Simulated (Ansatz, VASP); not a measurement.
KBr in VASP and in Ansatz

The input POSCAR:

```
KBr
1.0
    0.0000000000      3.3024387198      3.3024387198
    3.3024387198      0.0000000000      3.3024387198
    3.3024387198      3.3024387198      0.0000000000
K Br
1 1
Direct
    0.0000000000      0.0000000000      0.0000000000
    0.5000000000      0.5000000000      0.5000000000
```

Contents of INCAR.step1:

```
PREC = Accurate
ENCUT = 520
EDIFF = 1E-5
ISMEAR = 0
SIGMA = 0.01
LREAL = F
LASPH = T
NELM = 80
ALGO = Normal
ISIF = 2
LWAVE = T
LCHARG = F
GGA = PE
NBANDS = 15
```

INCAR.step2

```
PREC = Accurate
ENCUT = 520
EDIFF = 1E-6
ISMEAR = 0
SIGMA = 0.01
LREAL = F
LASPH = T
NELM = 80
ALGO = Normal
ISIF = 2
LWAVE = F
LCHARG = F
METAGGA = R2SCAN
LHFCALC = T
AEXX = 0.25
LMIXTAU = T
PRECFOCK = Normal
ISTART = 1
NBANDS = 15
```

File KPOINTS:

```
Automatic mesh
0
Gamma
  4 4 4
```

Input for Ansatz:

```yaml
crystal:
  lattice:
    - [0.0, 3.3024387198, 3.3024387198]
    - [3.3024387198, 0.0, 3.3024387198]
    - [3.3024387198, 3.3024387198, 0.0]
  atoms:
    - { symbol: K, position: [0.0, 0.0, 0.0] }
    - { symbol: Br, position: [0.5, 0.5, 0.5] }
kpoints:
  mp_grid: { grid: [4, 4, 4] }
  band_path:
    path:
      - [0.0, 0.0, 0.0]
      - [0.5, 0.0, 0.5]
      - [0.625, 0.25, 0.625]
      - [0.375, 0.375, 0.75]
      - [0.5, 0.5, 0.5]
      - [0.5, 0.25, 0.75]
    npoints: 1
hamiltonian:
  xc: r2scan0
scf:
  occupations: { method: fixed }
  n_extra_bands: 4
output:
  forces: true
  stress: true
  eigenvalues: true
```

Alike in both runs: task single point; functional r2SCAN0; k mesh 4 × 4 × 4; no spin polarisation.

|  | VASP | Ansatz |
| --- | --- | --- |
| version | VASP 6.6.1 | Ansatz 0.2.0 |
| potentials or method | VASP PAW PBE potentials, release 64 (K_sv, Br) | plane waves, PAW |
| plane-wave cutoff (eV) | 520 | 500 |
| occupations | gaussian, width 0.01 eV | fixed |
| valence electrons in the cell | 16 | 16 |

```tsv
	VASP	Ansatz	Ansatz less VASP
gap on the k mesh at the Fermi level (eV)	6.66	6.64	-0.016
pressure (GPa)	-0.1	0.0	+0.04
```

VASP's potentials were made for PBE, not for r2SCAN0. Ansatz's warnings: stress exchange threshold loose, stress scf threshold loose.
